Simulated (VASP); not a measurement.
A run of VASP 6.6.1 is set up as follows.

File INCAR:

```
SYSTEM = HgTe
PREC     = Accurate       ! precision mode
ENCUT    = 600            ! plane-wave cutoff, eV
EDIFF    = 1E-6           ! SCF threshold, eV
ISMEAR   = -1             ! smearing method
SIGMA    = 0.05           ! smearing width, eV
LREAL    = .FALSE.        ! projectors in reciprocal space
LASPH    = .TRUE.         ! aspherical terms in the spheres
NELM     = 60             ! most SCF steps
ALGO     = Normal         ! electronic algorithm
ISIF     = 3              ! what is computed and relaxed
LWAVE    = .FALSE.        ! write WAVECAR
LCHARG   = .FALSE.        ! write CHGCAR
GGA      = PS             ! functional
IBRION   = 2              ! ionic algorithm
NSW      = 80             ! ionic steps
EDIFFG   = -0.02          ! ionic threshold
PSTRESS  = 200.0
```

The input KPOINTS:

```
Automatic mesh
0
G
  10 10 10
  0 0 0
```

POSCAR

```
HgTe
1.0
   -3.0456030000      3.0456030000      1.5594100000
    3.0456030000     -3.0456030000      1.5594100000
    3.0456030000      3.0456030000     -1.5594100000
Hg Te
1 1
Direct
    0.7500000000      0.2500000000      0.5000000000
    0.0000000000      0.0000000000      0.0000000000
```

Potentials or basis: VASP PAW PBE potentials, release 64 (Hg, Te).

Run with:

```bash
$ cat potpaw_PBE.64/Hg/POTCAR potpaw_PBE.64/Te/POTCAR > POTCAR
$ mpirun -np 1 vasp_std > vasp.out
```

(1) What does it give for the relaxed cell?

(2) Estimate the band gap on the k mesh.

Answers

(1) a = 4.103 Å, b = 4.103 Å, c = 4.103 Å, α = 97.53°, β = 97.53°, γ = 137.54°.

(2) zero (band 9 reaches 9.73 eV, above the bottom of band 10 at 5.24 eV).

Caveat: the cell is relaxed towards a set pressure, so the enthalpy falls and the energy may rise; spin-orbit coupling is left out, which moves the levels of the heavy elements.
